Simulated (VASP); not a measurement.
Write the native input for VASP 6.6.1 that does the following.

| Item | Value |
| --- | --- |
| Task | single point |
| Functional | PBEsol |
| Potentials or basis | VASP PAW PBE potentials, release 64 (Ir_sv_GW) |
| Cutoff | 560 eV |
| k mesh | 18 × 18 × 10 |
| Occupations | gaussian, width 0.1 eV |
| Spin | no spin polarisation |
| Dipole correction | no |
| Further INCAR settings | ALGO = Normal; EDIFF = 1e-06; NBANDS = 24 |

The structure of Ir lies in POSCAR:

```
Ir
1.0
    2.7190660045      0.0000000000      0.0000000000
   -1.3595330022      2.3547802344      0.0000000000
    0.0000000000      0.0000000000      4.4083845971
Ir
2
Direct
    0.3333333333      0.6666666667      0.2500000000
    0.6666666667      0.3333333333      0.7500000000
```

This isn't the form of Ir at room conditions, which is fcc.

These files were run (other wordings do the same):

INCAR

```
  ALGO = Normal
  EDIFF = 1E-6
  ENCUT = 560
  GGA = PS
  GGA_COMPAT = False
  ISIF = 2
  ISMEAR = 0
  LASPH = True
  LCHARG = False
  LREAL = False
  LWAVE = False
  NBANDS = 24
  NELM = 120
  PREC = Accurate
  SIGMA = 0.1
```

KPOINTS

```
k-points
0
Gamma
  18 18 10
```

Potentials or basis: VASP PAW PBE potentials, release 64 (Ir_sv_GW).

The run is started by

```sh
$ cat potpaw_PBE.64/Ir_sv_GW/POTCAR > POTCAR
$ mpirun -np 1 vasp_std > vasp.out
```

It gave:

```
Pressure               : -1.9 GPa
Band gap on the k mesh : zero (bands 17 and 18 overlap by 3.38 eV)
```

Caveat: the PAW data sets were made with another functional, which shifts forces and pressure a little; spin-orbit coupling is left out, which moves the levels of the heavy elements.

Run time: 59 s on 1 thread of Intel(R) Xeon(R) Platinum 8488C (Sapphire Rapids), with other jobs on the host, peak memory 0.27 GiB.
